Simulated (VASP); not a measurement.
# HfO2 (P1) in VASP: a series of runs

HfO2 is run at these levels: PBE; tasks: single point.

Everything below comes from runs of VASP 6.6.1. Logs are shortened: lines on timing, memory, paths and dates and some standing lists are left out, and cuts for length are marked.

**1. The cell of the first run**

The typed cell holds 12 atoms: a = 5.359 Å, b = 5.359 Å, c = 5.359 Å, α = 90.00°, β = 90.00°, γ = 90.00°.

**2. Single point, PBE**

INCAR

```
SYSTEM = HfO2
PREC = Accurate
ENCUT = 520
EDIFF = 1E-6
ISMEAR = -1
SIGMA = 0.3
LREAL = .False.
LASPH = .True.
NELM = 60
ALGO = Normal
ISIF = 2
LWAVE = .False.
LCHARG = .False.
GGA = PE
NBANDS = 56
```

KPOINTS

```
regular mesh
0
Gamma
  2 2 2
  0 0 0
```

POSCAR

```
HfO2
1.0
    5.3589320000      0.0000000000      0.0000000000
    0.0000000000      5.3589320000      0.0000000000
    0.0000000000      0.0000000000      5.3589320000
Hf O
4 8
Direct
   -0.0233442037      0.0065684730     -0.0423032052
    0.5154385239      0.4760650070      0.0552348864
    0.5096164684      0.0205824593      0.5555957792
    0.0054115260      0.5115571536      0.4395838574
    0.2813993535      0.2628508815      0.2623097289
    0.6625387297      0.7663840482      0.8007005874
    0.6631731845      0.7133510931      0.3588774778
    0.3500510923      0.2196706359      0.8073810229
    0.8011484378      0.2107509481      0.6678009723
    0.1443571219      0.7052897854      0.2011035035
    0.2643437162      0.7361728046      0.6719622492
    0.7533217440      0.2206596389      0.1393374650
```

Potentials or basis: VASP PAW PBE potentials, release 64 (Hf_pv, O).

Command:

```console
$ cat potpaw_PBE.64/Hf_pv/POTCAR potpaw_PBE.64/O/POTCAR > POTCAR
$ mpirun -np 1 vasp_std > vasp.out
```

OUTCAR:

```text
SYSTEM = HfO2
   PREC = Accurate
   ENCUT = 520
   EDIFF = 1E-6
   ISMEAR = -1
   LREAL = .False.
   LASPH = .True.
   NELM = 60
   ISIF = 2
   GGA = PE

 ion  position               nearest neighbor table
   1  0.977  0.007  0.958-  12 1.92   9 2.12  10 2.26   6 2.28   8 2.44  11 2.61   5 2.69   3 3.30
                             2 3.57   3 3.58   4 3.71   4 3.74   2 3.80   4 3.84   2 3.87
   2  0.515  0.476  0.055-  12 1.92   5 2.03   8 2.11   7 2.21   6 2.21  10 2.46  11 2.82   4 3.34
                             4 3.43   1 3.57   3 3.62   3 3.63   1 3.80   1 3.87
   3  0.510  0.021  0.556-   8 1.92   9 1.96   6 2.06  11 2.11   7 2.12   5 2.38  12 2.80   1 3.30
                             1 3.58   2 3.62   2 3.63   4 3.79   4 3.82   4 3.86
   4  0.005  0.512  0.440-  10 1.81   7 2.17   5 2.21  11 2.22   9 2.30  12 2.62   2 3.34   2 3.43
                             1 3.71   1 3.74   3 3.79   3 3.82   1 3.84   3 3.86
   5  0.281  0.263  0.262-   2 2.03   4 2.21   3 2.38   1 2.69
   6  0.663  0.766  0.801-   3 2.06   2 2.21   1 2.28
   7  0.663  0.713  0.359-   3 2.12   4 2.17   2 2.21
   8  0.350  0.220  0.807-   3 1.92   2 2.11   1 2.44
   9  0.801  0.211  0.668-   3 1.96   1 2.12   4 2.30
  10  0.144  0.705  0.201-   4 1.81   1 2.26   2 2.46
  11  0.264  0.736  0.672-   3 2.11   4 2.22   1 2.61   2 2.82
  12  0.753  0.221  0.139-   1 1.92   2 1.92   4 2.62   3 2.80

  LATTYP: Found a simple cubic cell.
 ALAT       =     5.3589320000

  Lattice vectors:

 A1 = (   5.3589320000,   0.0000000000,   0.0000000000)
 A2 = (   0.0000000000,   5.3589320000,   0.0000000000)
 A3 = (   0.0000000000,   0.0000000000,   5.3589320000)

Analysis of symmetry for initial positions (statically):
=====================================================================
 Subroutine PRICEL returns:
 Original cell was already a primitive cell.

 Routine SETGRP: Setting up the symmetry group for a
 simple cubic supercell.

 Subroutine GETGRP returns: Found  1 space group operations
 (whereof  1 operations were pure point group operations)
 out of a pool of 48 trial point group operations.

The static configuration has the point symmetry C_1 .

Analysis of symmetry for dynamics (positions and initial velocities):
=====================================================================
 Subroutine PRICEL returns:
 Original cell was already a primitive cell.

 Routine SETGRP: Setting up the symmetry group for a
 simple cubic supercell.

 Subroutine GETGRP returns: Found  1 space group operations
 (whereof  1 operations were pure point group operations)
 out of a pool of 48 trial point group operations.

The dynamic configuration has the point symmetry C_1 .

 Subroutine INISYM returns: Found  1 space group operations
 (whereof  1 operations are pure point group operations),
 and found     1 'primitive' translations

----------------------------------------------------------------------------------------

                                     Primitive cell

  volume of cell :     153.8986

  direct lattice vectors                    reciprocal lattice vectors
     5.358932000  0.000000000  0.000000000     0.186604346  0.000000000  0.000000000
     0.000000000  5.358932000  0.000000000     0.000000000  0.186604346  0.000000000
     0.000000000  0.000000000  5.358932000     0.000000000  0.000000000  0.186604346

  length of vectors
     5.358932000  5.358932000  5.358932000     0.186604346  0.186604346  0.186604346

  position of ions in fractional coordinates (direct lattice)
     0.976655796  0.006568473  0.957696795
     0.515438524  0.476065007  0.055234886
     0.509616468  0.020582459  0.555595779
     0.005411526  0.511557154  0.439583857
     0.281399353  0.262850882  0.262309729
     0.662538730  0.766384048  0.800700587
     0.663173185  0.713351093  0.358877478
     0.350051092  0.219670636  0.807381023
     0.801148438  0.210750948  0.667800972
     0.144357122  0.705289785  0.201103504
     0.264343716  0.736172805  0.671962249
     0.753321744  0.220659639  0.139337465

  ion indices of the primitive-cell ions
   primitive index   ion index
                 1           1
                 2           2
                 3           3
                 4           4
                 5           5
                 6           6
                 7           7
                 8           8
                 9           9
                10          10
                11          11
                12          12

----------------------------------------------------------------------------------------

 KPOINTS: regular mesh

Automatic generation of k-mesh.
 Grid dimensions read from file:
 generate k-points for:    2    2    2

 Generating k-lattice:

  Cartesian coordinates                     Fractional coordinates (reciprocal lattice)
     0.093302173  0.000000000  0.000000000     0.500000000  0.000000000  0.000000000
     0.000000000  0.093302173  0.000000000     0.000000000  0.500000000  0.000000000
     0.000000000  0.000000000  0.093302173     0.000000000  0.000000000  0.500000000

  Length of vectors
     0.093302173  0.093302173  0.093302173

  Shift w.r.t. Gamma in fractional coordinates (k-lattice)
     0.000000000  0.000000000  0.000000000

 Subroutine IBZKPT returns following result:
 ===========================================

 Found      8 irreducible k-points:

 Following reciprocal coordinates:
            Coordinates               Weight
  0.000000  0.000000  0.000000      1.000000
  0.500000  0.000000  0.000000      1.000000
  0.000000  0.500000  0.000000      1.000000
  0.000000  0.000000  0.500000      1.000000
  0.500000  0.500000  0.000000      1.000000
  0.000000  0.500000  0.500000      1.000000
  0.500000  0.000000  0.500000      1.000000
  0.500000  0.500000  0.500000      1.000000
   k-points           NKPTS =      8   k-points in BZ     NKDIM =      8   number of bands    NBANDS=     56
   number of dos      NEDOS =    301   number of ions     NIONS =     12
   total plane-waves  NPLWV =  64000
   dimension x,y,z NGX =    40 NGY =   40 NGZ =   40
   dimension x,y,z NGXF=    80 NGYF=   80 NGZF=   80
   ions per type =               4   8
   NGX,Y,Z   is equivalent  to a cutoff of  12.41, 12.41, 12.41 a.u.
   NGXF,Y,Z  is equivalent  to a cutoff of  24.82, 24.82, 24.82 a.u.
 SYSTEM =  HfO2
   PREC   = accura    normal or accurate (medium, high low for compatibility)
   ISTART =      0    job   : 0-new  1-cont  2-samecut
   ICHARG =      2    charge: 1-file 2-atom 10-const
   ISPIN  =      1    spin polarized calculation?
   LNONCOLLINEAR =      F non collinear calculations
   LSORBIT =      F    spin-orbit coupling
   LASPH  =      T    aspherical Exc in radial PAW
   ENCUT  =  520.0 eV  38.22 Ry    6.18 a.u.   9.96  9.96  9.96*2*pi/ulx,y,z
   NELM   =     60;   NELMIN=  2; NELMDL= -5     # of ELM steps
   EDIFF  = 0.1E-05   stopping-criterion for ELM
   LREAL  =      F    real-space projection
   EDIFFG = 0.1E-04   stopping-criterion for IOM
   NSW    =      0    number of steps for IOM
   IBRION =     -1    ionic relax: 0-MD 1-quasi-New 2-CG
   NFREE  =      0    steps in history (QN), initial steepest desc. (CG)
   ISIF   =      2    stress and relaxation
   ISYM   =      2    0-nonsym 1-usesym 2-fastsym
   POTIM  = 0.5000    time-step for ionic-motion
   TEBEG  =    0.0;   TEEND  =   0.0 temperature during run
   PSTRESS=    0.0 pullay stress
   NELECT =      88.0000    total number of electrons
   NUPDOWN=      -1.0000    fix difference up-down
   EMIN   =  10.00;   EMAX   =-10.00  energy-range for DOS
   EFERMI =   0.00;   METHOD = LEGACY
   ISMEAR =    -1;   SIGMA  =   0.30  broadening in eV -4-tet -1-fermi 0-gaus
   EFERMI_NEDOS =   21; number of points for ismear=-14 and -15
   IALGO  =     38    algorithm
   IMIX   =      4    mixing-type and parameters
     AMIX     =   0.40;   BMIX     =  1.00
     AMIX_MAG =   1.60;   BMIX_MAG =  1.00
  volume/ion in A,a.u.               =      12.82        86.55
  Fermi-wavevector in a.u.,A,eV,Ry     =   1.358806  2.567771 25.121170  1.846354
  Thomas-Fermi vector in A             =   2.485608
   LORBIT       =      0    0 simple, 1 ext, 2 COOP (PROOUT), +10 PAW based schemes
   GGA     = PE    functional components
   LHFCALC =     F    Hartree Fock is set to
   AEXX    =    0.0000 exact exchange contribution
   IVDW    =     0    specifies the selected vdW correction
   LEPSILON=     F    determine dielectric tensor
   LRPA    =     F    only Hartree local field effects (RPA)
 non-spin polarized calculation
  energy-cutoff  :      520.00
  volume of cell :      153.90
 maximum number of plane-waves:      4224
 NGX is ok and might be reduce to    40
   NGX = 19   NGY = 19   NGZ = 19

 number of electron      87.9999983 magnetization

 Free energy of the ion-electron system (eV)
  ---------------------------------------------------
  ext. energy  EPLUGINS =         0.00000000
  ---------------------------------------------------
  free energy    TOTEN  =      -116.36261559 eV

  energy without entropy =     -116.32541384  energy(sigma->0) =     -116.34401472

 E-fermi :   4.6221     XC(G=0): -10.8577

 val. band max:        2.9913520913   @ k =   0.0000   0.5000   0.0000
 cond. band min:       6.3067416667   @ k =   0.5000   0.5000   0.5000
 fundamental gap:      3.3153895754
 Fermi energy:         4.6220806560

 k-point     1 :       0.0000    0.0000    0.0000
  band No.  band energies     occupation
      1     -28.0741      2.00000
      2     -27.9399      2.00000
      3     -27.8528      2.00000
      4     -27.5176      2.00000
      5     -27.4544      2.00000
      6     -27.2568      2.00000
[... 461 lines left out ...]
     55       8.7560      0.00000
     56       8.8110      0.00000

------------------------ aborting loop because EDIFF is reached ----------------------------------------

  FORCE on cell =-STRESS in cart. coord.  units (eV):
  Direction    XX          YY          ZZ          XY          YZ          ZX
  --------------------------------------------------------------------------------------
  -------------------------------------------------------------------------------------
  Total       -4.4486066     -9.7964531      6.7389665     -2.9531612     -1.1127223     -5.2761111
  in kB      -46.3126733   -101.9869744     70.1566983    -30.7441863    -11.5841093    -54.9274930
  external PRESSURE =     -26.0476498 kB  Pullay stress =       0.0000000 kB

 VOLUME and BASIS-vectors are now :
 -----------------------------------------------------------------------------
  energy-cutoff  :      520.00
  volume of cell :      153.90
      direct lattice vectors                 reciprocal lattice vectors
     5.358932000  0.000000000  0.000000000     0.186604346  0.000000000  0.000000000
     0.000000000  5.358932000  0.000000000     0.000000000  0.186604346  0.000000000
     0.000000000  0.000000000  5.358932000     0.000000000  0.000000000  0.186604346

 POSITION                                       TOTAL-FORCE (eV/Angst)
 -----------------------------------------------------------------------------------
      5.23383      0.03520      5.13223         1.852826     -2.102886     -1.837141
      2.76220      2.55120      0.29600        -2.341428      3.001126     -1.602817
      2.73100      0.11030      2.97740        -1.216339     -2.398195     -2.226380
      0.02900      2.74140      2.35570        -0.107881     -0.529635      3.924765
      1.50800      1.40860      1.40570        -1.319740     -0.957359      2.315599
      3.55050      4.10700      4.29090         3.725020      0.132687      3.663294
      3.55390      3.82280      1.92320         1.109171     -1.975660     -2.560913
      1.87590      1.17720      4.32670        -2.843545      0.742924      1.144432
      4.29330      1.12940      3.57870         2.930076      0.843921     -0.190031
      0.77360      3.77960      1.07770         1.107594      3.278615     -4.753073
      1.41660      3.94510      3.60100        -4.186646     -0.380462     -0.165944
      4.03700      1.18250      0.74670         1.290892      0.344925      2.288211
 -----------------------------------------------------------------------------------
    total drift:                                0.001216     -0.000030      0.000698

  FREE ENERGIE OF THE ION-ELECTRON SYSTEM (eV)
  ---------------------------------------------------
  free  energy   TOTEN  =      -116.3626155869 eV

  energy  without entropy=     -116.3254138438  energy(sigma->0) =     -116.34401472
```

Run time: 99 s. Hardware: 1 thread of AMD EPYC 7R43 (Zen 3), shared host; peak memory 0.22 GiB.

Results:

```
Free energy            : -116.3626 eV
Pressure               : -2.6 GPa
Largest force          : 5.879 eV/Å
Band gap on the k mesh : 3.32 eV, indirect (least direct gap 3.32 eV)
```

Forces on the atoms (eV/Å):
```
Hf   1.853 -2.103 -1.837
Hf  -2.341  3.001 -1.603
Hf  -1.216 -2.398 -2.226
Hf  -0.108 -0.530  3.925
O   -1.320 -0.957  2.316
O    3.725  0.133  3.663
O    1.109 -1.976 -2.561
O   -2.844  0.743  1.144
O    2.930  0.844 -0.190
O    1.108  3.279 -4.753
O   -4.187 -0.380 -0.166
O    1.291  0.345  2.288
```

Levels at points of the mesh, in eV from the valence-band top:
```tsv
k point	band 42	band 43	band 44	band 45	band 46	band 47
(0.00, 0.00, 0.00)	-0.69	-0.29	0.00	3.32	3.70	3.87
(0.50, 0.00, 0.00)	-0.61	-0.38	-0.13	3.53	3.81	3.84
(0.00, 0.50, 0.00)	-0.76	-0.18	0.00	3.62	3.73	3.95
(0.00, 0.00, 0.50)	-1.12	-0.93	-0.08	3.53	3.79	4.01
(0.50, 0.50, 0.00)	-0.82	-0.37	-0.13	3.45	3.60	3.70
(0.00, 0.50, 0.50)	-1.07	-0.93	-0.22	3.55	3.79	4.03
(0.50, 0.00, 0.50)	-1.09	-0.75	-0.57	3.55	3.76	4.03
(0.50, 0.50, 0.50)	-1.10	-0.77	-0.47	3.32	3.56	3.92
```

Caveat: the k points lie up to 0.59 Å⁻¹ apart; spin-orbit coupling is left out, which moves the levels of the heavy elements; forces of over 1 eV/Å act on the atoms, so gaps and moduli don't describe the material at rest. As with any semilocal functional, this PBE gap is likely too small.

**3. Single point, PBE**

INCAR

```
SYSTEM = HfO2
ALGO     = Normal         ! electronic algorithm
EDIFF    = 1E-6           ! SCF threshold, eV
ENCUT    = 520            ! plane-wave cutoff, eV
GGA      = PE             ! functional
ISIF     = 2              ! what is computed and relaxed
ISMEAR   = -1             ! smearing method
LASPH    = .TRUE.         ! aspherical terms in the spheres
LCHARG   = .FALSE.        ! write CHGCAR
LREAL    = .FALSE.        ! projectors in reciprocal space
LWAVE    = .FALSE.        ! write WAVECAR
NBANDS   = 56             ! bands
NELM     = 100            ! most SCF steps
PREC     = Accurate       ! precision mode
SIGMA    = 0.3            ! smearing width, eV
```

KPOINTS

```
k-points
0
G
  2 2 2
  0 0 0
```

POSCAR

```
HfO2
1.0
    5.3589320000      0.0000000000      0.0000000000
    0.0000000000      5.3589320000      0.0000000000
    0.0000000000      0.0000000000      5.3589320000
Hf O
4 8
Direct
    0.0394108378      0.0358093740     -0.0284758232
    0.5098403936      0.5025814845      0.0102072577
    0.5114451909     -0.0100206534      0.5318783668
   -0.0419299965      0.4702616118      0.4722582783
    0.1955986753      0.2022231295      0.3023177006
    0.7279622134      0.8402980295      0.8700054414
    0.6775977004      0.7330005307      0.3254752999
    0.3112747092      0.3095206284      0.7892617410
    0.7617002791      0.2529421907      0.7484886914
    0.1711908268      0.6488979521      0.1841411684
    0.1748669324      0.8207792150      0.6930672007
    0.7703400603      0.2076159951      0.2447689204
```

Potentials or basis: VASP PAW PBE potentials, release 64 (Hf_pv, O).

Command:

```console
$ cat potpaw_PBE.64/Hf_pv/POTCAR potpaw_PBE.64/O/POTCAR > POTCAR
$ mpirun -np 1 vasp_std > vasp.out
```

Wall time 2.2 min (1 thread of AMD EPYC 7R43 (Zen 3), shared host); peak memory 0.22 GiB.

The run converged. Its results:

- Free energy: -116.8826 eV
- Pressure: -15.0 GPa
- Largest force: 4.473 eV/Å
- Band gap on the k mesh: 3.19 eV, indirect (least direct gap 3.30 eV)

Forces in eV/Å, atoms in the order of the input:
```
Hf  -0.653 -0.290  1.088
Hf   0.932  1.625  2.306
Hf  -0.443  1.327  0.853
Hf   1.771  0.372 -1.405
O    2.719 -1.109  0.384
O   -3.000 -3.077 -1.240
O    0.030 -2.045  1.701
O   -2.647 -1.775 -1.015
O    1.362  2.003 -1.021
O    0.678  1.128 -0.688
O    2.102 -0.185 -0.941
O   -2.849  2.026 -0.022
```

Stress tensor (GPa, compression positive):
```
-16.89   1.49   0.52
  1.49 -16.13   0.54
  0.52   0.54 -11.97
```

Levels at points of the mesh, in eV from the valence-band top:
```tsv
k point	band 40	band 41	band 42	band 43	band 44	band 45	band 46	band 47	band 48	band 49
(0.00, 0.00, 0.00)	-0.93	-0.71	-0.64	-0.31	0.00	3.30	3.75	3.91	4.14	4.37
(0.50, 0.00, 0.00)	-1.14	-0.77	-0.70	-0.46	-0.11	3.26	3.50	4.08	4.13	4.41
(0.00, 0.50, 0.00)	-1.14	-0.92	-0.54	-0.39	-0.29	3.77	3.79	4.04	4.26	4.32
(0.00, 0.00, 0.50)	-1.05	-0.87	-0.72	-0.46	-0.11	3.55	3.69	4.07	4.11	4.40
(0.50, 0.50, 0.00)	-1.31	-1.18	-0.92	-0.72	-0.57	3.19	3.61	3.68	3.88	4.59
(0.00, 0.50, 0.50)	-1.18	-0.97	-0.88	-0.78	-0.26	3.45	3.80	3.83	4.13	4.29
(0.50, 0.00, 0.50)	-1.31	-1.14	-0.91	-0.70	-0.25	3.42	3.75	4.12	4.25	4.33
(0.50, 0.50, 0.50)	-1.41	-1.20	-1.13	-0.76	-0.67	3.25	3.51	3.77	4.10	4.28
```

Caveat: the k points lie up to 0.59 Å⁻¹ apart; spin-orbit coupling is left out, which moves the levels of the heavy elements; forces of over 1 eV/Å act on the atoms, so gaps and moduli don't describe the material at rest. A k mesh can miss the band edges.
